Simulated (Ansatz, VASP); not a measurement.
## H2CO in VASP and in Ansatz

```xyz
32
Lattice="8.1271 0.0000 0.0000 0.0000 8.1271 0.0000 0.0000 0.0000 8.1271" Properties=species:S:1:pos:R:3 pbc="T T T"
O     0.4123    3.7077    2.4717
O     1.8102    2.4243   -0.4248
O     5.3080   -1.4009    1.7611
O     2.0671    7.1460    3.8770
O    -0.2799    5.2401    5.9401
O     2.3474    7.2410    8.4737
O     7.2473    0.8341    5.2830
O     5.9754    2.4496    0.5790
C     0.6605    2.5204    2.4679
C     2.9285    2.8628   -0.2484
C     5.2416   -0.3894    2.4306
C     1.2229    6.9722    3.0214
C     0.5272    4.4601    5.4829
C     3.3791    7.0826    7.8614
C     7.8201    0.2073    6.1565
C     6.3641    3.5725    0.3225
H     1.6881    2.1397    2.6758
H    -0.1241    1.7577    2.2595
H     3.7753    2.5848   -0.9180
H     3.1463    3.5564    0.6006
H     4.9333    0.5890    1.9942
H     5.5007   -0.3808    3.5135
H     0.9511    5.9576    2.6572
H     0.6729    7.8319    2.5715
H     1.5086    4.8050    5.0776
H     0.3202    3.3669    5.4423
H     4.0442    7.9342    7.5870
H     3.7151    6.0765    7.5157
H     8.9265    0.0997    6.1707
H     7.2829   -0.2951    6.9940
H     7.4164    3.7831    0.0452
H     5.6710    4.4464    0.3441
```

Alike in both runs: functional PBE; k mesh 1 × 1 × 1; occupations fermi-dirac, width 0.02 eV; no spin polarisation.

Ansatz relaxed the structure, and its values are those at the end. VASP's run is a single point on that final structure, the one shown.

|  | VASP | Ansatz |
| --- | --- | --- |
| version | VASP 6.6.1 | Ansatz 0.2.0 |
| potentials or method | VASP PAW PBE potentials, release 64 (O_h, C_h, H_h), cutoff 1000 eV | scalar-relativistic, plane waves, PAW |
| valence electrons in the cell | 96 | 96 |

Ansatz gave:

| Quantity | Value |
| --- | --- |
| rms of the force components (eV/Å) | 0.049 |

Problem. What did VASP give for the same quantities?

Solution. rms of the force components (eV/Å): 0.050.

With one functional, cell and mesh, what is left measures potentials, basis and numerics.
